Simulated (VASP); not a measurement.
Crystal: Ga.

```xyz
4
Lattice="2.2913 -3.8809 0.0000 2.2913 3.8809 0.0000 0.0000 0.0000 4.5835" Properties=species:S:1:pos:R:3 pbc="T T T"
Ga    2.2913    1.2023    1.9205
Ga    2.2913    2.6786    4.2123
Ga    2.2913   -1.2023    2.6630
Ga    2.2913   -2.6786    0.3713
```

Base run:

- Program: VASP 6.6.1
- Functional: PBE
- Potentials or basis: VASP PAW PBE potentials, release 64 (Ga_d)
- Cutoff: 520 eV
- k mesh: 7 × 7 × 6
- Occupations: fermi-dirac, width 0.05 eV
- Spin: no spin polarisation

Its results: band gap on the k mesh zero (band 26 reaches 5.08 eV, above the bottom of band 27 at 3.83 eV); pressure -0.2 GPa; largest force 0.102 eV/Å.

Task: The run is repeated on the same cell with these changes: functional from PBE to r2SCAN; further incar settings from ALGO = Fast; EDIFF = 1e-06; NBANDS = 34 to ALGO = Normal; EDIFF = 1e-07; NBANDS = 34. What comes out?

Result: Band gap on the k mesh zero (band 26 reaches 4.94 eV, above the bottom of band 27 at 3.74 eV); pressure -3.2 GPa; largest force 0.131 eV/Å.

Caveats: the PAW data sets were made with another functional, which shifts forces and pressure a little (some runs).
